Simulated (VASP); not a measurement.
Here is a VASP 6.6.1 calculation.

File INCAR:

```
SYSTEM = Mg
PREC     = Accurate       ! precision mode
ENCUT    = 520            ! plane-wave cutoff, eV
EDIFF    = 1E-6           ! SCF threshold, eV
ISMEAR   = -1             ! smearing method
SIGMA    = 0.05           ! smearing width, eV
LREAL    = .False.        ! projectors in reciprocal space
LASPH    = .True.         ! aspherical terms in the spheres
NELM     = 60             ! most SCF steps
ALGO     = Normal         ! electronic algorithm
ISIF     = 2              ! what is computed and relaxed
LWAVE    = .False.        ! write WAVECAR
LCHARG   = .True.         ! write CHGCAR
GGA      = PS             ! functional
LELF     = .True.         ! ELF
LVHAR    = .True.       
NBANDS   = 7              ! bands
```

File KPOINTS:

```
regular mesh
0
Gamma
  16 16 16
  0 0 0
```

The input POSCAR:

```
Mg
1.0
   -1.4466152907      1.4466152907      1.4466152907
    1.4466152907     -1.4466152907      1.4466152907
    1.4466152907      1.4466152907     -1.4466152907
Mg
1
Direct
    0.0000000000      0.0000000000      0.0000000000
```

Potentials or basis: VASP PAW PBE potentials, release 64 (Mg).

Launch:

```sh
$ cat potpaw_PBE.64/Mg/POTCAR > POTCAR
$ mpirun -np 1 vasp_std > vasp.out
```

Q: Predict the pressure.

A: 76.8 GPa.

Q: Estimate the band gap on the k mesh.

A: Zero (band 1 reaches 10.88 eV, above the bottom of band 2 at 6.09 eV).

Caveat: the PAW data sets were made with another functional, which shifts forces and pressure a little.
